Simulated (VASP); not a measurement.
Crystal: CuO.

```
CELL_PARAMETERS angstrom
2.34185 -1.71130 0.00000
2.34185 1.71130 0.00000
-0.85003 0.00000 5.05787
ATOMIC_POSITIONS crystal
Cu 0.50000 0.00000 0.50000
Cu 0.00000 0.50000 0.00000
O 0.41840 0.58160 0.75000
O 0.58160 0.41840 0.25000
```

Base run:

| Item | Value |
| --- | --- |
| Program | VASP 6.6.1 |
| Functional | b88 exchange, pbe correlation |
| Potentials or basis | VASP PAW PBE potentials, release 64 (Cu, O) |
| Cutoff | 600 eV |
| k mesh | 10 × 10 × 5 |
| Occupations | fermi-dirac, width 0.05 eV |
| Spin | no spin polarisation |

Its results: band gap on the k mesh zero (bands 17 and 18 overlap by 0.60 eV); pressure 5.8 GPa; largest force 0.225 eV/Å.

Task: The run is repeated on the same cell with these changes: functional from b88 exchange, pbe correlation to RPBE; cutoff from 600 eV to 520 eV; dispersion from none to D3(BJ). What comes out?

Result: Band gap on the k mesh zero (bands 17 and 18 overlap by 0.60 eV); pressure -11.1 GPa; largest force 0.092 eV/Å.

Several settings changed at once.

Caveats: the PAW data sets were made with another functional, which shifts forces and pressure a little; semilocal functionals often make such compounds metallic where correlation or magnetic order opens a gap, which also shifts bond lengths; the cell stands under pressure (at least some runs); the cell stands under tension (at least some runs); the dispersion term is far too large for a dense solid, which distorts pressure and volume (at least some runs).
